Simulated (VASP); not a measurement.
# Be (P6_3/mmc) in VASP: a series of runs

The runs below take Be through single point, relaxation of cell and atoms, with LDA.

Program: VASP 6.6.1. These are calculated values, not measurements. Logs are shortened: lines on timing, memory, paths and dates and some standing lists are left out, and cuts for length are marked.

**1. The cell of the first run**

Symmetry: P6_3/mmc, No. 194, hexagonal system. The conventional cell has a = 2.222 Å, b = 2.222 Å, c = 3.504 Å, α = 90.00°, β = 90.00°, γ = 120.00°. Within 2.9 Å of Be (site symmetry -6m2) lie 12 Be at 2.17 to 2.22 Å.

**2. Single point, LDA**

Contents of INCAR:

```
PREC = Accurate ; ENCUT = 520
EDIFF = 1E-6 ; ISMEAR = -1
SIGMA = 0.08 ; LREAL = False
LASPH = True ; NELM = 60
ALGO = Normal ; ISIF = 2
LWAVE = False ; LCHARG = False
GGA = CA ; NBANDS = 9
```

Contents of KPOINTS:

```
Automatic mesh
0
Gamma
  24 24 14
```

Contents of POSCAR:

```
Be
1.0
    2.2220368729      0.0000000000      0.0000000000
   -1.1110184364      1.9243403801      0.0000000000
    0.0000000000      0.0000000000      3.5044394576
Be
2
Direct
    0.3333333333      0.6666666667      0.2500000000
    0.6666666667      0.3333333333      0.7500000000
```

Potentials or basis: VASP PAW LDA potentials, release 64 (Be).

Launch:

```sh
cat potpaw_LDA.64/Be/POTCAR > POTCAR
mpirun -np 1 vasp_std > vasp.out
```

OUTCAR:

```text
PREC = Accurate
   ENCUT = 520
   EDIFF = 1E-6
   ISMEAR = -1
   LREAL = False
   LASPH = True
   NELM = 60
   ISIF = 2
   GGA = CA

 ion  position               nearest neighbor table
   1  0.333  0.667  0.250-   2 2.17   2 2.17   2 2.17   2 2.17   2 2.17   2 2.17
   2  0.667  0.333  0.750-   1 2.17   1 2.17   1 2.17   1 2.17   1 2.17   1 2.17

  LATTYP: Found a hexagonal cell.
 ALAT       =     2.2220368729
 C/A-ratio  =     1.5771292999

  Lattice vectors:

 A1 = (   2.2220368729,   0.0000000000,   0.0000000000)
 A2 = (  -1.1110184364,   1.9243403801,   0.0000000000)
 A3 = (   0.0000000000,   0.0000000000,   3.5044394576)

Analysis of symmetry for initial positions (statically):
=====================================================================
 Subroutine PRICEL returns:
 Original cell was already a primitive cell.

 Routine SETGRP: Setting up the symmetry group for a
 hexagonal supercell.

 Subroutine GETGRP returns: Found 24 space group operations
 (whereof 12 operations were pure point group operations)
 out of a pool of 24 trial point group operations.

The static configuration has the point symmetry D_3d.
 The point group associated with its full space group is D_6h.

Analysis of symmetry for dynamics (positions and initial velocities):
=====================================================================
 Subroutine PRICEL returns:
 Original cell was already a primitive cell.

 Routine SETGRP: Setting up the symmetry group for a
 hexagonal supercell.

 Subroutine GETGRP returns: Found 24 space group operations
 (whereof 12 operations were pure point group operations)
 out of a pool of 24 trial point group operations.

The dynamic configuration has the point symmetry D_3d.
 The point group associated with its full space group is D_6h.

 Subroutine INISYM returns: Found 24 space group operations
 (whereof 12 operations are pure point group operations),
 and found     1 'primitive' translations

----------------------------------------------------------------------------------------

                                     Primitive cell

  volume of cell :      14.9848

  direct lattice vectors                    reciprocal lattice vectors
     2.222036873  0.000000000  0.000000000     0.450037536  0.259829293  0.000000000
    -1.111018436  1.924340380  0.000000000     0.000000000  0.519658586  0.000000000
     0.000000000  0.000000000  3.504439458     0.000000000  0.000000000  0.285352340

  length of vectors
     2.222036873  2.222036873  3.504439458     0.519658586  0.519658586  0.285352340

  position of ions in fractional coordinates (direct lattice)
     0.333333333  0.666666667  0.250000000
     0.666666667  0.333333333  0.750000000

  ion indices of the primitive-cell ions
   primitive index   ion index
                 1           1
                 2           2

----------------------------------------------------------------------------------------

 KPOINTS: Automatic mesh

Automatic generation of k-mesh.
 Grid dimensions read from file:
 generate k-points for:   24   24   14

 Generating k-lattice:

  Cartesian coordinates                     Fractional coordinates (reciprocal lattice)
     0.018751564  0.010826221  0.000000000     0.041666667  0.000000000  0.000000000
     0.000000000  0.021652441  0.000000000     0.000000000  0.041666667  0.000000000
     0.000000000  0.000000000  0.020382310     0.000000000  0.000000000  0.071428571

  Length of vectors
     0.021652441  0.021652441  0.020382310

  Shift w.r.t. Gamma in fractional coordinates (k-lattice)
     0.000000000  0.000000000  0.000000000

 Subroutine IBZKPT returns following result:
 ===========================================

 Found    488 irreducible k-points:

 Following reciprocal coordinates:
            Coordinates               Weight
  0.000000  0.000000  0.000000      1.000000
  0.041667  0.000000  0.000000      6.000000
  0.083333  0.000000  0.000000      6.000000
  0.125000  0.000000  0.000000      6.000000
  0.166667  0.000000  0.000000      6.000000
  0.208333  0.000000  0.000000      6.000000
[... 16 lines left out ...]
  0.416667  0.041667  0.000000     12.000000
  0.458333  0.041667  0.000000     12.000000
 [... further k-points ...]
   k-points           NKPTS =    488   k-points in BZ     NKDIM =    488   number of bands    NBANDS=      9
   number of dos      NEDOS =    301   number of ions     NIONS =      2
   total plane-waves  NPLWV =   9072
   dimension x,y,z NGX =    18 NGY =   18 NGZ =   28
   dimension x,y,z NGXF=    36 NGYF=   36 NGZF=   56
   ions per type =               2
   NGX,Y,Z   is equivalent  to a cutoff of  13.47, 13.47, 13.28 a.u.
   NGXF,Y,Z  is equivalent  to a cutoff of  26.93, 26.93, 26.57 a.u.
 SYSTEM =  unknown system
   PREC   = accura    normal or accurate (medium, high low for compatibility)
   ISTART =      0    job   : 0-new  1-cont  2-samecut
   ICHARG =      2    charge: 1-file 2-atom 10-const
   ISPIN  =      1    spin polarized calculation?
   LNONCOLLINEAR =      F non collinear calculations
   LSORBIT =      F    spin-orbit coupling
   LASPH  =      T    aspherical Exc in radial PAW
   ENCUT  =  520.0 eV  38.22 Ry    6.18 a.u.   4.13  4.13  6.52*2*pi/ulx,y,z
   NELM   =     60;   NELMIN=  2; NELMDL= -5     # of ELM steps
   EDIFF  = 0.1E-05   stopping-criterion for ELM
   LREAL  =      F    real-space projection
   EDIFFG = 0.1E-04   stopping-criterion for IOM
   NSW    =      0    number of steps for IOM
   IBRION =     -1    ionic relax: 0-MD 1-quasi-New 2-CG
   NFREE  =      0    steps in history (QN), initial steepest desc. (CG)
   ISIF   =      2    stress and relaxation
   ISYM   =      2    0-nonsym 1-usesym 2-fastsym
   POTIM  = 0.5000    time-step for ionic-motion
   TEBEG  =    0.0;   TEEND  =   0.0 temperature during run
   PSTRESS=    0.0 pullay stress
   NELECT =       4.0000    total number of electrons
   NUPDOWN=      -1.0000    fix difference up-down
   EMIN   =  10.00;   EMAX   =-10.00  energy-range for DOS
   EFERMI =   0.00;   METHOD = LEGACY
   ISMEAR =    -1;   SIGMA  =   0.08  broadening in eV -4-tet -1-fermi 0-gaus
   EFERMI_NEDOS =   21; number of points for ismear=-14 and -15
   IALGO  =     38    algorithm
   IMIX   =      4    mixing-type and parameters
     AMIX     =   0.40;   BMIX     =  1.00
     AMIX_MAG =   1.60;   BMIX_MAG =  1.00
  volume/ion in A,a.u.               =       7.49        50.56
  Fermi-wavevector in a.u.,A,eV,Ry     =   1.054090  1.991941 15.117504  1.111105
  Thomas-Fermi vector in A             =   2.189237
   LORBIT       =      0    0 simple, 1 ext, 2 COOP (PROOUT), +10 PAW based schemes
   GGA     = CA    functional components
   LHFCALC =     F    Hartree Fock is set to
   AEXX    =    0.0000 exact exchange contribution
   IVDW    =     0    specifies the selected vdW correction
   LEPSILON=     F    determine dielectric tensor
   LRPA    =     F    only Hartree local field effects (RPA)
 non-spin polarized calculation
  energy-cutoff  :      520.00
  volume of cell :       14.98
 maximum number of plane-waves:       424
 NGX is ok and might be reduce to    18
   NGX =  9   NGY =  9   NGZ = 13

 number of electron       4.0000000 magnetization

 Free energy of the ion-electron system (eV)
  ---------------------------------------------------
  ext. energy  EPLUGINS =         0.00000000
  ---------------------------------------------------
  free energy    TOTEN  =        -8.41903024 eV

  energy without entropy =       -8.41534061  energy(sigma->0) =       -8.41718542

 E-fermi :   7.1910     XC(G=0): -10.7995

 val. band max:        7.1833587528   @ k =   0.2917   0.2917   0.0714
 cond. band min:       7.2334081143   @ k =   0.2917   0.2500   0.0000
 fundamental gap:      0.0500493615
 Fermi energy:         7.1910210024

 k-point     1 :       0.0000    0.0000    0.0000
  band No.  band energies     occupation
      1      -4.2788      2.00000
      2       2.5619      2.00000
      3       8.6037      0.00000
      4      23.6598      0.00000
      5      23.6598      0.00000
      6      26.5942      0.00000
      7      26.5942      0.00000
      8      28.6503      0.00000
      9      35.3699      0.00000

 k-point     2 :       0.0417    0.0000    0.0000
  band No.  band energies     occupation
      1      -4.2288      2.00000
      2       2.6297      2.00000
      3       8.6139      0.00000
      4      23.2387      0.00000
      5      23.3193      0.00000
      6      26.6065      0.00000
      7      26.7809      0.00000
      8      28.5590      0.00000
      9      34.3103      0.00000

 k-point     3 :       0.0833    0.0000    0.0000
  band No.  band energies     occupation
      1      -4.0787      2.00000
      2       2.8330      2.00000
      3       8.6428      0.00000
      4      22.1239      0.00000
      5      22.5471      0.00000
      6      26.6124      0.00000
      7      27.0732      0.00000
      8      28.2584      0.00000
      9      32.7247      0.00000

 k-point     4 :       0.1250    0.0000    0.0000
  band No.  band energies     occupation
      1      -3.8284      2.00000
      2       3.1714      2.00000
      3       8.6837      0.00000
      4      20.6024      0.00000
      5      21.6392      0.00000
      6      26.5525      0.00000
      7      27.1681      0.00000
      8      27.6710      0.00000
      9      31.0171      0.00000
[... 205 lines left out ...]
 k-point    22 :       0.3750    0.0417    0.0000
  band No.  band energies     occupation
      1       0.2391      2.00000
      2       6.2702      1.99998
      3       8.5775      0.00000
      4      13.7354      0.00000
      5      16.7123      0.00000
      6      17.0559      0.00000
      7      19.9701      0.00000
      8      24.8311      0.00000
      9      28.1468      0.00000

 k-point    23 :       0.4167    0.0417    0.0000
  band No.  band energies     occupation
      1       1.1512      2.00000
      2       5.1829      2.00000
      3       9.7704      0.00000
      4      13.9819      0.00000
      5      15.4023      0.00000
      6      16.2417      0.00000
      7      19.1971      0.00000
      8      24.6358      0.00000
      9      28.1679      0.00000

 k-point    24 :       0.4583    0.0417    0.0000
  band No.  band energies     occupation
      1       1.9354      2.00000
      2       4.2903      2.00000
      3      10.7793      0.00000
      4      14.1595      0.00000
      5      14.2618      0.00000
      6      15.8847      0.00000
      7      18.7922      0.00000
      8      24.5365      0.00000
      9      28.1813      0.00000

 [... further k-points ...]

------------------------ aborting loop because EDIFF is reached ----------------------------------------

  FORCE on cell =-STRESS in cart. coord.  units (eV):
  Direction    XX          YY          ZZ          XY          YZ          ZX
  --------------------------------------------------------------------------------------
  -------------------------------------------------------------------------------------
  Total        0.1366201      0.1366201      0.1383246      0.0000000      0.0000000      0.0000000
  in kB       14.6074200     14.6074200     14.7896592      0.0000000      0.0000000      0.0000000
  external PRESSURE =      14.6681664 kB  Pullay stress =       0.0000000 kB

 VOLUME and BASIS-vectors are now :
 -----------------------------------------------------------------------------
  energy-cutoff  :      520.00
  volume of cell :       14.98
      direct lattice vectors                 reciprocal lattice vectors
     2.222036873  0.000000000  0.000000000     0.450037536  0.259829293  0.000000000
    -1.111018436  1.924340380  0.000000000     0.000000000  0.519658586  0.000000000
     0.000000000  0.000000000  3.504439458     0.000000000  0.000000000  0.285352340

 POSITION                                       TOTAL-FORCE (eV/Angst)
 -----------------------------------------------------------------------------------
     -0.00000      1.28289      0.87611        -0.000000      0.000000      0.000000
      1.11102      0.64145      2.62833         0.000000     -0.000000      0.000000
 -----------------------------------------------------------------------------------
    total drift:                                0.000000     -0.000000      0.000000

  FREE ENERGIE OF THE ION-ELECTRON SYSTEM (eV)
  ---------------------------------------------------
  free  energy   TOTEN  =        -8.4190302393 eV

  energy  without entropy=       -8.4153406074  energy(sigma->0) =       -8.41718542
```

It took 43 s on 1 thread of Intel Xeon 8259CL, shared host; peak memory 0.16 GiB.

What came out:

```yaml
Free_energy: -8.4190 eV
Pressure: 1.5 GPa
Band_gap_on_the_k_mesh: zero (bands 2 and 3 overlap by 2.09 eV)
```

Levels at points of the mesh, in eV from the Fermi level:
| k point | band 1 | band 2 | band 3 | band 4 | band 5 | band 6 |
| --- | --- | --- | --- | --- | --- | --- |
| (0.00, 0.00, 0.00) | -11.47 | -4.63 | 1.41 | 16.47 | 16.47 | 19.40 |
| (0.50, 0.00, 0.00) | -5.16 | -3.10 | 3.72 | 6.72 | 7.13 | 9.69 |
| (0.00, 0.00, 0.50) | -9.31 | -9.31 | 11.09 | 11.09 | 18.15 | 18.15 |
| (0.50, 0.00, 0.50) | -3.77 | -3.77 | 1.87 | 1.87 | 12.38 | 12.38 |

**3. Single point, LDA**

This run uses another cell than the first one, of 7.44 Å³/atom.

Contents of INCAR:

```
PREC = Accurate
ENCUT = 520
EDIFF = 1E-6
ISMEAR = -1
SIGMA = 0.08
LREAL = F
LASPH = T
NELM = 60
ALGO = Normal
ISIF = 2
LWAVE = F
LCHARG = T
LELF = T
LVHAR = T
NBANDS = 9
```

KPOINTS is that of step 2.

Contents of POSCAR:

```
Be
1.0
    2.2162905774      0.0000000000      0.0000000000
   -1.1081452887      1.9193639422      0.0000000000
    0.0000000000      0.0000000000      3.4965653219
Be
2
Direct
    0.3333333333      0.6666666667      0.2500000000
    0.6666666667      0.3333333333      0.7500000000
```

Potentials or basis: VASP PAW LDA potentials, release 64 (Be).

Launch:

```sh
cat potpaw_LDA.64/Be/POTCAR > POTCAR
mpirun -np 1 vasp_std > vasp.out
```

Wall time 30 s (1 thread of Intel Xeon 8259CL, shared host); peak memory 0.16 GiB.

Results (log left out):

```yaml
Free_energy: -8.4177 eV
Pressure: 2.5 GPa
Band_gap_on_the_k_mesh: zero (bands 2 and 3 overlap by 2.10 eV)
```

Levels at points of the mesh, in eV from the Fermi level:
| k point | band 1 | band 2 | band 3 | band 4 | band 5 | band 6 | band 7 |
| --- | --- | --- | --- | --- | --- | --- | --- |
| (0.00, 0.00, 0.00) | -11.51 | -4.66 | 1.43 | 16.57 | 16.57 | 19.52 | 19.52 |
| (0.50, 0.00, 0.00) | -5.18 | -3.11 | 3.74 | 6.74 | 7.17 | 9.75 | 10.71 |
| (0.00, 0.00, 0.50) | -9.34 | -9.34 | 11.14 | 11.14 | 18.27 | 18.27 | 18.27 |
| (0.50, 0.00, 0.50) | -3.79 | -3.79 | 1.90 | 1.90 | 12.45 | 12.45 | 15.95 |

**4. Single point, LDA**

This run uses another cell than the first one, of 7.55 Å³/atom.

Contents of INCAR:

```
PREC = Accurate ; ENCUT = 520
EDIFF = 1E-6 ; ISMEAR = -1
SIGMA = 0.08 ; LREAL = False
LASPH = True ; NELM = 60
ALGO = Normal ; ISIF = 2
LWAVE = False ; LCHARG = False
GGA = CA ; NBANDS = 9
```

KPOINTS is that of step 3.

Contents of POSCAR:

```
Be
1.0
    2.2280546683      0.0000000000      0.0000000000
   -1.1140273342      1.9295519438      0.0000000000
    0.0000000000      0.0000000000      3.5124917384
Be
2
Direct
    0.3333333333      0.6666666667      0.2500000000
    0.6666666667      0.3333333333      0.7500000000
```

Launch:

```sh
cat potpaw_LDA.64/Be/POTCAR > POTCAR
mpirun -np 1 vasp_std > vasp.out
```

Run time: 44 s. Hardware: 1 thread of Intel Xeon 8259CL, shared host; peak memory 0.16 GiB.

It converged, with:

```yaml
Free_energy: -8.4197 eV
Pressure: 0.4 GPa
Band_gap_on_the_k_mesh: zero (bands 2 and 3 overlap by 2.08 eV)
```

Levels at points of the mesh, in eV from the Fermi level:
```tsv
k point	band 1	band 2	band 3	band 4	band 5	band 6	band 7
(0.00, 0.00, 0.00)	-11.43	-4.60	1.39	16.36	16.36	19.28	19.28
(0.50, 0.00, 0.00)	-5.13	-3.09	3.71	6.69	7.08	9.63	10.59
(0.00, 0.00, 0.50)	-9.27	-9.27	11.04	11.04	18.04	18.04	18.04
(0.50, 0.00, 0.50)	-3.74	-3.74	1.84	1.84	12.30	12.30	15.77
```

[end of part 1 of 2]
